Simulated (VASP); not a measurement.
# NaH (I4/mmm) in VASP: notebook, part 2 of 2

VASP 6.6.1. Earlier steps stand in the parts before.

## 3. Single point, PBE (strain -0.025 along x and y, +0.000 along z)

The input, INCAR:

```
ALGO     = Normal         # electronic algorithm
EDIFF    = 1E-7           # SCF threshold, eV
ENCUT    = 520            # plane-wave cutoff, eV
GGA      = PE             # functional
ISIF     = 2              # what is computed and relaxed
ISMEAR   = 0              # smearing method
LASPH    = T              # aspherical terms in the spheres
LCHARG   = F              # write CHGCAR
LREAL    = F              # projectors in reciprocal space
LWAVE    = F              # write WAVECAR
NBANDS   = 11             # bands
NELM     = 60             # most SCF steps
PREC     = Accurate       # precision mode
SIGMA    = 0.05           # smearing width, eV
```

The input, KPOINTS:

```
k-points
0
Gamma
  8 8 8
```

The input, POSCAR:

```
NaH
1.0
    0.0000000000      2.3790000000      2.4400000000
    2.3790000000      0.0000000000      2.4400000000
    2.3790000000      2.3790000000      0.0000000000
Na H
1 1
Direct
    0.0000000000      0.0000000000      0.0000000000
    0.5000000000      0.5000000000      0.5000000000
```

Potentials or basis: VASP PAW PBE potentials, release 64 (Na_pv, H).

Launch:

```sh
$ cat potpaw_PBE.64/Na_pv/POTCAR potpaw_PBE.64/H/POTCAR > POTCAR
$ mpirun -np 1 vasp_std > vasp.out
```

OUTCAR:

```text
EDIFF = 1E-7
   ENCUT = 520
   GGA = PE
   ISIF = 2
   ISMEAR = 0
   LASPH = T
   LREAL = F
   NELM = 60
   PREC = Accurate

 ion  position               nearest neighbor table
   1  0.000  0.000  0.000-
   2  0.500  0.500  0.500-

  LATTYP: Found a body centered tetragonal cell.
 ALAT       =     3.3644140649
 C/A-ratio  =     1.4504754486

  Lattice vectors:

 A1 = (  -2.3790000000,   0.0000000000,   2.4400000000)
 A2 = (   2.3790000000,   0.0000000000,   2.4400000000)
 A3 = (   0.0000000000,   2.3790000000,  -2.4400000000)

Analysis of symmetry for initial positions (statically):
=====================================================================
 Subroutine PRICEL returns:
 Original cell was already a primitive cell.

 Routine SETGRP: Setting up the symmetry group for a
 body centered tetragonal supercell.

 Subroutine GETGRP returns: Found 16 space group operations
 (whereof 16 operations were pure point group operations)
 out of a pool of 16 trial point group operations.

The static configuration has the point symmetry D_4h.

Analysis of symmetry for dynamics (positions and initial velocities):
=====================================================================
 Subroutine PRICEL returns:
 Original cell was already a primitive cell.

 Routine SETGRP: Setting up the symmetry group for a
 body centered tetragonal supercell.

 Subroutine GETGRP returns: Found 16 space group operations
 (whereof 16 operations were pure point group operations)
 out of a pool of 16 trial point group operations.

The dynamic configuration has the point symmetry D_4h.

 Subroutine INISYM returns: Found 16 space group operations
 (whereof 16 operations are pure point group operations),
 and found     1 'primitive' translations

----------------------------------------------------------------------------------------

                                     Primitive cell

[... 117 lines left out ...]
   AEXX    =    0.0000 exact exchange contribution
   IVDW    =     0    specifies the selected vdW correction
   LEPSILON=     F    determine dielectric tensor
   LRPA    =     F    only Hartree local field effects (RPA)
 non-spin polarized calculation
 Gauss-broadening in eV      SIGMA  =   0.05
  energy-cutoff  :      520.00
  volume of cell :       27.62
 maximum number of plane-waves:       758
 NGX is ok and might be reduce to    28
   NGX = 13   NGY = 13   NGZ = 13

 number of electron       7.9999994 magnetization

 Free energy of the ion-electron system (eV)
  ---------------------------------------------------
  ext. energy  EPLUGINS =         0.00000000
  ---------------------------------------------------
  free energy    TOTEN  =        -5.08531408 eV

  energy without entropy =       -5.08531408  energy(sigma->0) =       -5.08531408

 E-fermi :  -0.7005     XC(G=0):  -7.8409

 val. band max:       -1.0231519859   @ k =  -0.2500   0.2500   0.5000
 cond. band min:       2.7528344556   @ k =   0.5000  -0.0000   0.0000
 fundamental gap:      3.7759864415
 Fermi energy:        -0.7004743973

 k-point     1 :       0.0000    0.0000    0.0000
  band No.  band energies     occupation
      1     -23.1155      2.00000
      2     -23.1063      2.00000
      3     -23.1063      2.00000
      4      -4.7228      2.00000
      5       9.5516      0.00000
      6      14.6342      0.00000
      7      14.7663      0.00000
      8      14.7663      0.00000
      9      15.6074      0.00000
     10      15.6413      0.00000
     11      15.6413      0.00000
[... 309 lines left out ...]
 k-point    24 :       0.3750   -0.0000    0.1250
  band No.  band energies     occupation
      1     -23.1835      2.00000
      2     -23.1285      2.00000
      3     -23.1204      2.00000
      4      -2.7544      2.00000
      5       4.7425      0.00000
      6       8.9811      0.00000
      7      11.4989      0.00000
      8      13.6184      0.00000
      9      15.2288      0.00000
     10      17.6848      0.00000
     11      18.3546      0.00000

 [... further k-points ...]

------------------------ aborting loop because EDIFF is reached ----------------------------------------

  FORCE on cell =-STRESS in cart. coord.  units (eV):
  Direction    XX          YY          ZZ          XY          YZ          ZX
  --------------------------------------------------------------------------------------
  -------------------------------------------------------------------------------------
  Total        0.1351960      0.1351960     -0.0119146      0.0000000      0.0000000      0.0000000
  in kB        7.8427015      7.8427015     -0.6911639      0.0000000      0.0000000      0.0000000
  external PRESSURE =       4.9980797 kB  Pullay stress =       0.0000000 kB

 VOLUME and BASIS-vectors are now :
 -----------------------------------------------------------------------------
  energy-cutoff  :      520.00
  volume of cell :       27.62
      direct lattice vectors                 reciprocal lattice vectors
     0.000000000  2.379000000  2.440000000    -0.210172341  0.210172341  0.204918033
     2.379000000  0.000000000  2.440000000     0.210172341 -0.210172341  0.204918033
     2.379000000  2.379000000  0.000000000     0.210172341  0.210172341 -0.204918033

 POSITION                                       TOTAL-FORCE (eV/Angst)
 -----------------------------------------------------------------------------------
      0.00000      0.00000      0.00000        -0.000000      0.000000      0.000000
      2.37900      2.37900      2.44000         0.000000      0.000000     -0.000000
 -----------------------------------------------------------------------------------
    total drift:                               -0.000000     -0.000000     -0.000000

  FREE ENERGIE OF THE ION-ELECTRON SYSTEM (eV)
  ---------------------------------------------------
  free  energy   TOTEN  =        -5.0853140847 eV

  energy  without entropy=       -5.0853140847  energy(sigma->0) =       -5.08531408
```

Run time: 10 s. Hardware: 1 thread of Intel Xeon 6975P-C, shared host; peak memory 0.16 GiB.

What came out:

```yaml
Free_energy: -5.0853 eV
Pressure: 0.5 GPa
Band_gap_on_the_k_mesh: 3.78 eV, indirect (least direct gap 4.66 eV)
```

Caveat: the cell differs from its parent crystal (strain -0.025 along x and y, +0.000 along z). A k mesh can miss the band edges.

## 4. Single point, PBE (strain +0.000 along x and y, -0.025 along z)

The input, INCAR:

```
PREC = Accurate ; ENCUT = 520
EDIFF = 1E-6 ; ISMEAR = 0
SIGMA = 0.05 ; LREAL = False
LASPH = True ; NELM = 100
ALGO = Normal ; ISIF = 2
LWAVE = False ; LCHARG = False
GGA = PE ; NBANDS = 11
```

The input, KPOINTS:

```
Automatic mesh
0
Gamma
  8 8 8
```

The input, POSCAR:

```
NaH
1.0
    0.0000000000      2.4400000000      2.3790000000
    2.4400000000      0.0000000000      2.3790000000
    2.4400000000      2.4400000000      0.0000000000
Na H
1 1
Direct
    0.0000000000      0.0000000000      0.0000000000
    0.5000000000      0.5000000000      0.5000000000
```

Launch:

```sh
$ cat potpaw_PBE.64/Na_pv/POTCAR potpaw_PBE.64/H/POTCAR > POTCAR
$ mpirun -np 1 vasp_std > vasp.out
```

Run time: 12 s. Hardware: 1 thread of Intel Xeon 6975P-C, shared host; peak memory 0.15 GiB.

Results (log left out):

- Free energy: -5.0864 eV
- Pressure: -0.1 GPa
- Band gap on the k mesh: 3.75 eV, indirect (least direct gap 4.61 eV)

Stress tensor (GPa, compression positive):
```
-0.37  0.00  0.00
 0.00 -0.37  0.00
 0.00  0.00  0.43
```

Levels at points of the mesh, in eV from the valence-band top:
```csv
k point,band 1,band 2,band 3,band 4,band 5,band 6,band 7,band 8,band 9
"(0.00, 0.00, 0.00)",-22.12,-22.12,-22.11,-3.61,10.37,15.53,15.53,15.65,16.41
"(0.50, 0.00, 0.00)",-22.21,-22.13,-22.12,-0.86,3.75,10.74,13.17,13.53,16.10
"(0.50, 0.50, 0.00)",-22.19,-22.15,-22.15,-0.10,4.82,9.84,10.43,10.43,11.65
"(0.50, 0.00, 0.50)",-22.20,-22.15,-22.14,-0.23,4.52,10.10,10.73,10.77,11.75
```

Caveat: the cell differs from its parent crystal (strain +0.000 along x and y, -0.025 along z). A k mesh can miss the band edges.

## 5. Summary

| cell | gap on the mesh (eV) | pressure (GPa) |
| --- | --- | --- |
| a = 3.322, b = 3.322, c = 3.364 Å, angles 59.6, 59.6, 60.9°, 2 atoms | 3.88 | 1.9 |
| a = 3.408, b = 3.408, c = 3.364 Å, angles 60.4, 60.4, 59.2°, 2 atoms | 3.78 | 0.5 |
| a = 3.408, b = 3.408, c = 3.451 Å, angles 59.6, 59.6, 60.8°, 2 atoms | 3.75 | -0.1 |

Alike in all rows: task single point; level PBE; potentials or basis VASP PAW PBE potentials, release 64 (Na_pv, H); no spin polarisation; k mesh 8 × 8 × 8; cutoff (eV) 520; smearing gaussian 0.05 eV.

Absolute energies hang on the potentials; compare differences alone.
